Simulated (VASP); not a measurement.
Set up this calculation in VASP 6.6.1, as the native input.

```
Task                   : relaxation of cell and atoms
Functional             : PBEsol
Potentials or basis    : VASP PAW PBE potentials, release 64 (Na_pv, H)
Cutoff                 : 600 eV
k mesh                 : 9 × 9 × 9
Occupations            : fermi-dirac, width 0.05 eV
Spin                   : no spin polarisation
Target pressure        : 20 GPa
Dipole correction      : no
Further INCAR settings : ALGO = Normal; EDIFF = 1e-06; IBRION = 2; EDIFFG = -0.01; NSW = 80; ISIF = 3
```

The structure of NaH lies in POSCAR:

```
NaH
1.0
    0.0000000000      2.4400000000      2.4400000000
    2.4400000000      0.0000000000      2.4400000000
    2.4400000000      2.4400000000      0.0000000000
Na H
1 1
Direct
    0.0000000000      0.0000000000      0.0000000000
    0.5000000000      0.5000000000      0.5000000000
```

The input as run:

INCAR

```
SYSTEM = NaH
PREC = Accurate
ENCUT = 600
EDIFF = 1E-6
ISMEAR = -1
SIGMA = 0.05
LREAL = .False.
LASPH = .True.
NELM = 100
ALGO = Normal
ISIF = 3
LWAVE = .False.
LCHARG = .False.
GGA = PS
IBRION = 2
NSW = 80
EDIFFG = -0.01
PSTRESS = 200.0
```

KPOINTS

```
Automatic mesh
0
Gamma
  9 9 9
  0 0 0
```

Potentials or basis: VASP PAW PBE potentials, release 64 (Na_pv, H).

Run with:

```console
$ cat potpaw_PBE.64/Na_pv/POTCAR potpaw_PBE.64/H/POTCAR > POTCAR
$ mpirun -np 1 vasp_std > vasp.out
```

It gave:

* Relaxed volume: 9.27 Å³/atom
* Relaxed cell: a = 2.971 Å, b = 2.971 Å, c = 2.971 Å, α = 60.00°, β = 60.00°, γ = 60.00°
* Space group after relaxing (to 0.05 Å): Fm-3m (No. 225)
* Energy change on relaxing (the enthalpy is what falls): +201.9 meV/atom
* Ionic steps: 4
* Pressure after relaxing: 20.1 GPa
* Band gap on the k mesh: 4.71 eV, indirect (least direct gap 5.54 eV)

Caveat: the cell is relaxed towards a set pressure, so the enthalpy falls and the energy may rise; the volume moved by over 15 % at a fixed basis, so the end points are rough; the PAW data sets were made with another functional, which shifts forces and pressure a little.

Wall time 14 s on 1 thread of Intel Xeon 6975P-C, with other jobs on the host, peak memory 0.16 GiB.
